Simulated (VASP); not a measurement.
A run of VASP 6.6.1:

The input INCAR:

```
PREC = Accurate ; ENCUT = 600
EDIFF = 1E-6 ; ISMEAR = 0
SIGMA = 0.1 ; LREAL = F
LASPH = T ; NELM = 120
ALGO = Normal ; ISIF = 2
LWAVE = F ; LCHARG = T
GGA = PE ; LELF = T
LVHAR = T ; NBANDS = 16
GGA_COMPAT = F
```

The input KPOINTS:

```
Automatic mesh
0
Gamma
  5 5 3
```

Contents of POSCAR:

```
BN
1.0
    2.5539396017      0.0000000000      0.0000000000
   -1.2769698009      2.2117765748      0.0000000000
    0.0000000000      0.0000000000      4.2268550000
B N
2 2
Direct
    0.6666666667      0.3333333333      0.9997240000
    0.3333333333      0.6666666667      0.4997240000
    0.6666666667      0.3333333333      0.6252760000
    0.3333333333      0.6666666667      0.1252760000
```

Potentials or basis: VASP PAW PBE potentials, release 64 (B, N).

Command:

```sh
$ cat potpaw_PBE.64/B/POTCAR potpaw_PBE.64/N/POTCAR > POTCAR
$ mpirun -np 1 vasp_std > vasp.out
```

Hardware: 1 thread of Intel Xeon 8259CL, on a shared host.

Q: Estimate the wall time of this run.

A: Run time: 10 s on 1 thread of Intel Xeon 8259CL, with other jobs on the host, peak memory 0.13 GiB. Counts: scf iterations 13, k points 10.
